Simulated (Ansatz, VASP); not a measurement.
## Two plane-wave programs on ZnW

Contents of POSCAR:

```
ZnW
1.0
    0.0000000000      3.1075460073      3.1075460073
    3.1075460073      0.0000000000      3.1075460073
    3.1075460073      3.1075460073      0.0000000000
Zn W
2 2
Direct
    0.0000000000      0.0000000000      0.0000000000
    0.2500000000      0.2500000000      0.2500000000
    0.5000000000      0.5000000000      0.5000000000
    0.7500000000      0.7500000000      0.7500000000
```

File INCAR.step1:

```
SYSTEM = ZnW
ALGO = Normal
EDIFF = 1E-5
ENCUT = 550
GGA = PE
GGA_COMPAT = .False.
ISMEAR = 0
LASPH = .True.
LCHARG = .False.
LREAL = .False.
LWAVE = .True.
NBANDS = 34
NELM = 120
PREC = Accurate
SIGMA = 0.1
```

File INCAR.step2:

```
SYSTEM = ZnW
ALGO = Normal
EDIFF = 1E-6
ENCUT = 550
GGA_COMPAT = .False.
ISIF = 2
ISMEAR = 0
ISTART = 1
LASPH = .True.
LCHARG = .False.
LMIXTAU = .True.
LREAL = .False.
LWAVE = .False.
METAGGA = R2SCAN
NBANDS = 34
NELM = 120
PREC = Accurate
SIGMA = 0.1
```

KPOINTS

```
k-points
0
Gamma
  14 14 14
  0 0 0
```

Input for Ansatz:

```yaml
crystal:
  lattice:
    - [0.0, 3.1075460073, 3.1075460073]
    - [3.1075460073, 0.0, 3.1075460073]
    - [3.1075460073, 3.1075460073, 0.0]
  atoms:
    - { symbol: Zn, position: [0.0, 0.0, 0.0] }
    - { symbol: Zn, position: [0.25, 0.25, 0.25] }
    - { symbol: W, position: [0.5, 0.5, 0.5] }
    - { symbol: W, position: [0.75, 0.75, 0.75] }
basis:
  ecutwfc: 500
  ecutrho_ratio: 9
kpoints:
  mp_grid: { grid: [14, 14, 14] }
hamiltonian:
  xc: r2scan
scf:
  occupations: { method: gaussian, width: 0.1 }
  mixing: { algorithm: msr1, beta: 0.7 }
  algorithm: density_mixing
output:
  forces: true
  eigenvalues: true
  stress: true
```

Alike in both runs: task single point; functional r2SCAN; k mesh 14 × 14 × 14; occupations gaussian, width 0.1 eV; no spin polarisation.

|  | VASP | Ansatz |
| --- | --- | --- |
| version | VASP 6.6.1 | Ansatz 0.2.0 |
| potentials or method | VASP PAW PBE potentials, release 64 (Zn, W_sv), cutoff 550 eV | scalar-relativistic, plane waves, PAW |
| valence electrons in the cell | 52 | 52 |

```csv
,VASP,Ansatz,Ansatz less VASP
gap on the k mesh at the Fermi level (eV),none,none,-
pressure (GPa),0.8,0.0,-0.82
```

VASP's potentials were made for PBE, not for r2SCAN. A gap of «none» marks a metal or a gap that the smearing closes. With one functional, cell and mesh, what is left measures potentials, basis and numerics.

Spin-orbit coupling is off throughout.
